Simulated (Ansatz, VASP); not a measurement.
## Two plane-wave programs on Rb2AlH4

```xyz
7
Lattice="5.3921 0.0000 0.0000 -2.6961 4.6697 0.0000 0.0000 0.0000 4.8819" Properties=species:S:1:pos:R:3 pbc="T T T"
Rb    0.0000    3.1131    2.4410
Rb    2.6961    1.5566    2.4410
Al    0.0000    0.0000    0.0000
H     0.0000    3.1131    0.6778
H     2.6961    1.5566    0.6778
H     2.6961    1.5566    4.2041
H     0.0000    3.1131    4.2041
```

Alike in both runs: task relaxation of cell and atoms; functional PBE; k mesh 6 × 6 × 4; occupations gaussian, width 0.1 eV; no spin polarisation.

```csv
,VASP,Ansatz
version,VASP 6.6.1,Ansatz 0.2.0
potentials or method,"VASP PAW PBE potentials, release 64 (Rb_sv, Al, H), cutoff 600 eV","scalar-relativistic, plane waves, PAW"
valence electrons in the cell,25,25
```

```tsv
	VASP	Ansatz	Ansatz less VASP
gap on the k mesh at the Fermi level, each at its own relaxed structure (eV)	none	none	-
relaxed volume (Å³/atom)	33.49	38.31	+4.816
relaxed length of the cell vector where the two differ most in proportion (Å)	6.658	6.976	+0.3179
```

A gap of «none» marks a metal or a gap that the smearing closes. One of these differences is far larger than is usual between the two programs; its cause wasn't traced.

Noted on VASP's run: the volume moved by over 15 % at a fixed basis, so the end points are rough.
